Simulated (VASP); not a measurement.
Fe: single point with PBEsol

The system is Fe.

```
Fe
1.0
     2.41948    0.00000    0.00000
    -1.20974    2.09533    0.00000
     0.00000    0.00000    7.78829
Fe
4
Direct
  0.00000 0.00000 0.00000
  0.00000 0.00000 0.50000
  0.33333 0.66667 0.25000
  0.66667 0.33333 0.75000
```

This isn't the form of Fe at room conditions, which is bcc.

```json
{
  "Program": "VASP 6.6.1",
  "Task": "single point",
  "Functional": "PBEsol",
  "Potentials or basis": "VASP PAW PBE potentials, release 64 (Fe)",
  "Cutoff": "520 eV",
  "k mesh": "14 × 14 × 4",
  "Occupations": "fermi-dirac, width 0.1 eV",
  "Spin": "no spin polarisation"
}
```

```yaml
Pressure: -0.4 GPa
Band_gap_on_the_k_mesh: zero (bands 16 and 17 overlap by 1.76 eV)
```

Levels at points of the mesh, in eV from the Fermi level:
```tsv
k point	band 13	band 14	band 15	band 16	band 17	band 18	band 19	band 20
(0.00, 0.00, 0.00)	-1.47	-1.39	-1.39	-0.49	-0.49	-0.01	-0.01	0.30
(0.50, 0.00, 0.00)	-0.57	0.86	0.97	0.98	1.06	1.06	1.18	1.22
(0.00, 0.00, 0.50)	-1.60	-1.60	-1.25	-1.25	-0.23	-0.23	-0.23	-0.23
(0.50, 0.00, 0.50)	-0.43	-0.43	0.55	0.55	1.00	1.00	1.16	1.16
```

Wall time 52 s on 1 thread of Intel(R) Xeon(R) Platinum 8375C CPU @ 2.90GHz (Ice Lake) (shared host), peak memory 0.18 GiB.

Caveat: the PAW data sets were made with another functional, which shifts forces and pressure a little; the run has no spin polarisation, though such a crystal can be magnetic. Spin polarisation is off, so any magnetic state and its effect on volume and gap are missing.
